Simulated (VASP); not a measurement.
The system is In4Sb3As.

```
CELL_PARAMETERS angstrom
4.23421 0.00000 0.00000
-2.11710 3.66693 0.00000
0.00000 0.00000 13.92374
ATOMIC_POSITIONS crystal
In 0.66667 0.33333 0.25029
In 0.66667 0.33333 0.75029
In 0.33333 0.66667 0.00029
In 0.33333 0.66667 0.50029
Sb 0.66667 0.33333 0.43746
Sb 0.33333 0.66667 0.18746
Sb 0.33333 0.66667 0.68746
As 0.66667 0.33333 0.93746
```

```yaml
Program: VASP 6.6.1
Task: relaxation of cell and atoms
Functional: PBE
Potentials_or_basis: VASP PAW PBE potentials, release 64 (In_d, Sb, As)
Cutoff: 600 eV
k_mesh: 6 × 6 × 2
Occupations: gaussian, width 0.1 eV
Spin: no spin polarisation
```

At the start: pressure 18.4 GPa; volume 27.02 Å³/atom.

**Question.** Where does the relaxation end?

**Answer.** Over 12 steps the energy falls by 371.3 meV/atom and the volume is 34.76 Å³/atom (+28.6 %); space group P3m1 (No. 156, to 0.1 Å) before and after.

The path:
```tsv
step	energy change (eV)	largest force (eV/Å)	pressure (GPa)	volume (Å³)
1	0.0000	1.4790	18.39	216.19
2	-2.1487	0.2220	-4.23	328.46
3	-2.9015	0.4589	-0.02	279.20
4	-2.9012	0.4485	-0.21	280.58
5	-2.9205	0.3278	-0.18	280.16
6	-2.9497	0.2873	-0.05	278.92
7	-2.9503	0.3012	-0.05	278.71
8	-2.9618	0.1451	0.08	277.72
9	-2.9655	0.1866	0.22	276.59
10	-2.9674	0.1375	-0.17	279.26
11	-2.9688	0.0964	-0.02	278.17
12	-2.9701	0.0273	0.01	278.05
```

Final structure:
```
In Sb As
1.0
     4.60653    0.00000    0.00000
    -2.30326    3.98937    0.00000
     0.00000    0.00000   15.13014
In Sb As
4 3 1
Cartesian
  2.3033 1.3298 3.7426
  2.3033 1.3298 11.5088
  0.0000 2.6596 14.9688
  0.0000 2.6596 7.6234
  2.3033 1.3298 6.6168
  0.0000 2.6596 2.7318
  0.0000 2.6596 10.4881
  2.3033 1.3298 14.2030
```

Caveat: the volume moved by over 15 % at a fixed basis, so the end points are rough.
